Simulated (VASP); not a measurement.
Wanted: the native input for a VASP 6.6.1 run.

| Item | Value |
| --- | --- |
| Task | single point |
| Functional | r2SCAN |
| Potentials or basis | VASP PAW PBE potentials, release 64 (Ti_sv, O) |
| Cutoff | 520 eV |
| k mesh | 6 × 6 × 6 |
| Occupations | gaussian, width 0.1 eV |
| Spin | no spin polarisation |
| Dipole correction | no |
| Further INCAR settings | ALGO = Normal; EDIFF = 1e-06; NBANDS = 16 |

TiO:

```
Ti O
1.0
     2.80166    0.00000    0.00000
    -1.40083    2.42631    0.00000
     0.00000    0.00000    2.82210
Ti O
1 1
Cartesian
  1.4008 0.8088 0.0000
  0.0000 0.0000 1.4110
```

One way to write it, as run:

POSCAR

```
TiO
1.0
    2.8016567599      0.0000000000      0.0000000000
   -1.4008283799      2.4263059268      0.0000000000
    0.0000000000      0.0000000000      2.8220964119
Ti O
1 1
Direct
    0.6666666667      0.3333333333      0.0000000000
    0.0000000000      0.0000000000      0.5000000000
```

INCAR.step1

```
  ALGO = Normal
  EDIFF = 1E-4
  ENCUT = 520
  GGA = PE
  ISMEAR = 0
  LASPH = T
  LCHARG = F
  LREAL = F
  LWAVE = T
  NBANDS = 16
  NELM = 100
  PREC = Accurate
  SIGMA = 0.1
```

INCAR.step2

```
  ALGO = Normal
  EDIFF = 1E-6
  ENCUT = 520
  ISIF = 2
  ISMEAR = 0
  ISTART = 1
  LASPH = T
  LCHARG = F
  LMIXTAU = T
  LREAL = F
  LWAVE = F
  METAGGA = R2SCAN
  NBANDS = 16
  NELM = 100
  PREC = Accurate
  SIGMA = 0.1
```

KPOINTS

```
k-points
0
Gamma
  6 6 6
```

Potentials or basis: VASP PAW PBE potentials, release 64 (Ti_sv, O).

Run with:

```sh
$ cat potpaw_PBE.64/Ti_sv/POTCAR potpaw_PBE.64/O/POTCAR > POTCAR
$ cp INCAR.step1 INCAR
$ mpirun -np 1 vasp_std > vasp.out
$ cp INCAR.step2 INCAR
$ mpirun -np 1 vasp_std > vasp.out
```

It gave:

```yaml
Pressure: 1.8 GPa
Band_gap_on_the_k_mesh: zero (filled and empty bands touch)
```

Caveat: the k points lie up to 0.43 Å⁻¹ apart; the PAW data sets were made with another functional, which shifts forces and pressure a little; semilocal functionals often make such compounds metallic where correlation or magnetic order opens a gap, which also shifts bond lengths.

Wall time 16 s on 1 thread of Intel(R) Xeon(R) 6975P-C (Granite Rapids), on a shared host, peak memory 0.14 GiB.
